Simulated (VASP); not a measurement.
**As: relaxation of cell and atoms with PBE+D3(BJ)**

Crystal: As.

```xyz
2
Lattice="1.8774 1.0839 3.7043 -1.8774 1.0839 3.7043 0.0000 -2.1678 3.7043" Properties=species:S:1:pos:R:3 pbc="T T T"
As    0.0000    0.0000    2.4941
As    0.0000    0.0000    8.6189
```

```yaml
Program: VASP 6.6.1
Task: relaxation of cell and atoms
Functional: PBE
Dispersion: D3(BJ)
Potentials_or_basis: VASP PAW PBE potentials, release 64 (As)
Cutoff: 600 eV
k_mesh: 15 × 15 × 15
Occupations: gaussian, width 0.1 eV
Spin: no spin polarisation
Dipole_correction: no
Further_INCAR_settings: ALGO = Normal; EDIFF = 1e-06; IBRION = 2; EDIFFG = -0.005; NSW = 100; ISIF = 3
```

```
Relaxed volume                        : 20.91 Å³/atom
Relaxed cell                          : a = 4.014 Å, b = 4.014 Å, c = 4.014 Å, α = 56.30°, β = 56.30°, γ = 56.30°
Space group after relaxing (to 0.1 Å) : R-3m (No. 166)
Energy gained by relaxing             : 23.8 meV/atom
Ionic steps                           : 13
Pressure after relaxing               : 0.0 GPa
Band gap on the k mesh                : zero (bands 5 and 6 overlap by 0.13 eV)
Dispersion energy per atom            : -0.433 eV
```

Step by step:
```csv
step,energy change (eV),largest force (eV/Å),pressure (GPa),volume (Å³)
1,0.0000,0.2870,-0.80,45.23
2,-0.0116,0.1816,-0.52,44.49
3,-0.0260,0.0426,0.54,42.44
4,-0.0364,0.1170,0.04,42.31
5,-0.0446,0.1883,-0.65,42.08
6,-0.0448,0.1961,-0.77,42.03
7,-0.0443,0.0887,0.95,41.11
8,-0.0470,0.0603,0.01,41.59
9,-0.0474,0.0350,0.03,41.68
10,-0.0476,0.0063,0.05,41.77
11,-0.0476,0.0019,0.05,41.80
12,-0.0476,0.0061,-0.08,41.87
13,-0.0476,0.0013,0.00,41.83
```

Final structure:
```
As
1.0
     1.89388    1.09343    3.36648
    -1.89388    1.09343    3.36648
     0.00000   -2.18686    3.36648
As
2
Direct
  0.23063 0.23063 0.23063
  0.76937 0.76937 0.76937
```

Levels at points of the mesh, in eV from the Fermi level:
| k point | band 1 | band 2 | band 3 | band 4 | band 5 | band 6 | band 7 | band 8 | band 9 |
| --- | --- | --- | --- | --- | --- | --- | --- | --- | --- |
| (0.00, 0.00, 0.00) | -15.13 | -5.60 | -2.40 | -2.09 | -2.09 | 2.13 | 3.12 | 3.12 | 6.46 |

Wall time 7.8 min on 1 thread of Intel(R) Xeon(R) 6975P-C (Granite Rapids), with other jobs on the host, peak memory 0.34 GiB.
